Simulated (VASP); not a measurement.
Wanted: the native input for a VASP 6.6.1 run.

* Task: single point
* Functional: r2SCAN
* Potentials or basis: VASP PAW PBE potentials, release 64 (Zn, O_h)
* Cutoff: 1480 eV
* k mesh: 6 × 6 × 4
* Occupations: gaussian, width 0.1 eV
* Spin: no spin polarisation
* Dipole correction: no
* Further INCAR settings: ALGO = Normal; EDIFF = 1e-06; NBANDS = 26

The system is ZnO.

```
Zn O
1.0
     3.24940    0.00000    0.00000
    -1.62470    2.81406    0.00000
     0.00000    0.00000    5.20380
Zn O
2 2
Direct
  0.33333 0.66667 0.00000
  0.66667 0.33333 0.50000
  0.33333 0.66667 0.38300
  0.66667 0.33333 0.88300
```

These files were run (other wordings do the same):

POSCAR

```
ZnO
1.0
    3.2494000000      0.0000000000      0.0000000000
   -1.6247000000      2.8140629500      0.0000000000
    0.0000000000      0.0000000000      5.2038000000
Zn O
2 2
Direct
    0.3333333300      0.6666666700      0.0000000000
    0.6666666700      0.3333333300      0.5000000000
    0.3333333300      0.6666666700      0.3830000000
    0.6666666700      0.3333333300      0.8830000000
```

INCAR.step1

```
SYSTEM = ZnO
  PREC = Accurate
  ENCUT = 1480
  ISMEAR = 0
  SIGMA = 0.1
  LREAL = .False.
  LASPH = .True.
  NELM = 120
  NBANDS = 26
  GGA = PE
  ALGO = Normal
  EDIFF = 1E-5
  LWAVE = .True.
  LCHARG = .False.
  GGA_COMPAT = .False.
```

INCAR.step2

```
SYSTEM = ZnO
  PREC = Accurate
  ENCUT = 1480
  EDIFF = 1E-6
  ISMEAR = 0
  SIGMA = 0.1
  LREAL = .False.
  LASPH = .True.
  NELM = 120
  ALGO = Normal
  ISIF = 2
  LWAVE = .False.
  LCHARG = .False.
  METAGGA = R2SCAN
  LMIXTAU = .True.
  NBANDS = 26
  ISTART = 1
  GGA_COMPAT = .False.
```

KPOINTS

```
regular mesh
0
Gamma
  6 6 4
  0 0 0
```

Potentials or basis: VASP PAW PBE potentials, release 64 (Zn, O_h).

Run with:

```sh
$ cat potpaw_PBE.64/Zn/POTCAR potpaw_PBE.64/O_h/POTCAR > POTCAR
$ cp INCAR.step1 INCAR
$ mpirun -np 1 vasp_std > vasp.out
$ cp INCAR.step2 INCAR
$ mpirun -np 1 vasp_std > vasp.out
```

Results of the run:

The pressure is -0.1 GPa and the largest force is 0.063 eV/Å. The band gap on the k mesh is 1.23 eV.

Caveat: the PAW data sets were made with another functional, which shifts forces and pressure a little.

It took 16 min on 1 thread of AMD EPYC 7R43 64-Core Processor (Zen 3), with other jobs on the host, peak memory 0.4 GiB.
